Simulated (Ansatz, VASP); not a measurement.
# BAs in VASP and in Ansatz

```
B As
1.0
     2.12755    0.00000    0.00000
     0.00000    3.17406    0.00000
     0.00000    0.00000    4.95098
B As
1 1
Direct
  0.00000 0.50000 0.00000
  0.50000 0.50000 0.50000
```

Alike in both runs: task relaxation of cell and atoms; functional PBEsol-based screened hybrid with a share of 0.25 of exact exchange and HFSCREEN = 0.207; k mesh 6 × 4 × 3; occupations fermi-dirac, width 0.05 eV; no spin polarisation.

```csv
,VASP,Ansatz
version,VASP 6.6.1,Ansatz 0.2.0
potentials or method,"VASP PAW PBE potentials, release 64 (B, As)",Ansatz PAW
plane-wave cutoff (eV),600,420
valence electrons in the cell,8,18
```

Ansatz gave:

```
gap on the k mesh at the Fermi level, each at its own relaxed structure (eV)  : none
relaxed volume (Å³/atom)                                                      : 12.32
relaxed length of the cell vector where the two differ most in proportion (Å) : 2.628
```

Task: What did VASP give for the same quantities?

Result: gap on the k mesh at the Fermi level, each at its own relaxed structure (eV): none; relaxed volume (Å³/atom): 12.30; relaxed length of the cell vector where the two differ most in proportion (Å): 2.625.

VASP's potentials were made for PBE, not for PBEsol-based screened hybrid. A gap of «none» marks a metal or a gap that the smearing closes. VASP's potentials hold 8 valence electrons a cell and Ansatz's 18, so a difference there can come from the potentials and not from the codes.

The k mesh is coarse, so the values compare programs but aren't converged. Noted on VASP's run: the volume moved by over 15 % at a fixed basis, so the end points are rough. Noted on Ansatz's run: the volume moved by over 15 % at a fixed basis, so the end points are rough; the plane-wave basis is chosen anew once the cell has moved, so the energies of steps on either side of that aren't comparable.
